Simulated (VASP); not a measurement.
Write the native input for VASP 6.6.1 that does the following.

```yaml
Task: single point
Functional: PBE
Potentials_or_basis: VASP PAW PBE potentials, release 64 (Na_pv, H)
Cutoff: 520 eV
k_mesh: 10 × 10 × 10
Occupations: fermi-dirac, width 0.02 eV
Spin: no spin polarisation
Dipole_correction: no
Further_INCAR_settings: ALGO = Normal; EDIFF = 1e-07; NBANDS = 11
```

The structure of NaH lies in POSCAR:

```
NaH
1.0
    0.0000000000      2.3704203984      2.3704203984
    2.3704203984      0.0000000000      2.3704203984
    2.3704203984      2.3704203984      0.0000000000
Na H
1 1
Direct
    0.0000000000      0.0000000000      0.0000000000
    0.5000000000      0.5000000000      0.5000000000
```

This cell differs from its parent crystal: strain -1.1%.

One way to write it, as run:

INCAR

```
ALGO = Normal ; EDIFF = 1E-7
ENCUT = 520 ; GGA = PE
ISIF = 2 ; ISMEAR = -1
LASPH = True ; LCHARG = False
LREAL = False ; LWAVE = False
NBANDS = 11 ; NELM = 80
PREC = Accurate ; SIGMA = 0.02
```

KPOINTS

```
k-points
0
Gamma
  10 10 10
```

Potentials or basis: VASP PAW PBE potentials, release 64 (Na_pv, H).

The run is started by

```console
$ cat potpaw_PBE.64/Na_pv/POTCAR potpaw_PBE.64/H/POTCAR > POTCAR
$ mpirun -np 1 vasp_std > vasp.out
```

It gave:

| Item | Value |
| --- | --- |
| Pressure | 1.4 GPa |
| Band gap on the k mesh | 3.88 eV, indirect (least direct gap 4.74 eV) |

Caveat: the cell differs from its parent crystal (strain -1.1%).

Wall time 19 s on 1 thread of Intel(R) Xeon(R) Platinum 8259CL CPU @ 2.50GHz (Skylake/Cascade Lake) (shared host), peak memory 0.15 GiB.
